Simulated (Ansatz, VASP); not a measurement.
## Two plane-wave programs on ScSi2O3

Contents of INCAR:

```
SYSTEM = ScSi2O3
  PREC = Accurate
  ENCUT = 600
  EDIFF = 1E-7
  ISMEAR = 0
  SIGMA = 0.1
  LREAL = .FALSE.
  LASPH = .TRUE.
  NELM = 80
  ALGO = Normal
  ISIF = 3
  LWAVE = .FALSE.
  LCHARG = .FALSE.
  GGA = PE
  IBRION = 2
  NSW = 100
  EDIFFG = -0.01
```

Contents of KPOINTS:

```
Automatic mesh
0
G
  12 12 12
  0 0 0
```

File POSCAR:

```
ScSi2O3
1.0
    5.2534215800      0.0000000000      0.0000000000
   -2.6267107900      4.5495965400      0.0000000000
    0.0000000000      0.0000000000      3.0093999100
Sc Si O
1 2 3
Direct
    0.0000000000      0.0000000000      0.0000000000
    0.3333333300      0.6666666700      0.0000000000
    0.6666666700      0.3333333300      0.0000000000
    0.5000000000      0.0000000000      0.5000000000
    0.5000000000      0.5000000000      0.5000000000
    0.0000000000      0.5000000000      0.5000000000
```

Input for Ansatz:

```yaml
crystal:
  lattice:
    - [5.25342158, 0.0, 0.0]
    - [-2.62671079, 4.54959654, 0.0]
    - [0.0, 0.0, 3.00939991]
  atoms:
    - { symbol: Sc, position: [0.0, 0.0, 0.0] }
    - { symbol: Si, position: [0.33333333, 0.66666667, 0.0] }
    - { symbol: Si, position: [0.66666667, 0.33333333, 0.0] }
    - { symbol: O, position: [0.5, 0.0, 0.5] }
    - { symbol: O, position: [0.5, 0.5, 0.5] }
    - { symbol: O, position: [0.0, 0.5, 0.5] }
basis:
  ecutwfc: 420
kpoints:
  mp_grid: { grid: [12, 12, 12] }
hamiltonian:
  xc: pbe
scf:
  occupations: { method: gaussian, width: 0.1 }
output:
  forces: true
  stress: true
  eigenvalues: true
relax:
  adjacent_minimum: "off"
  f_tol: 0.01
  max_steps: 80
  cell: { stress_tol: 0.05 }
```

Change from the starting cell: species swapped into the NdB2Rh3 type (P6/mmm, No. 191).

Alike in both runs: task relaxation of cell and atoms; functional PBE; k mesh 12 × 12 × 12; occupations gaussian, width 0.1 eV; no spin polarisation.

|  | VASP | Ansatz |
| --- | --- | --- |
| version | VASP 6.6.1 | Ansatz 0.2.0 |
| potentials or method | VASP PAW PBE potentials, release 64 (Sc_sv, Si, O), cutoff 600 eV | scalar-relativistic, plane waves, PAW |
| valence electrons in the cell | 37 | 37 |

```tsv
	VASP	Ansatz	Ansatz less VASP
gap on the k mesh at the Fermi level, each at its own relaxed structure (eV)	none	none	-
relaxed volume (Å³/atom)	11.79	11.80	+0.004
relaxed length of the cell vector where the two differ most in proportion (Å)	5.240	5.241	+0.0009
```

A gap of «none» marks a metal or a gap that the smearing closes.
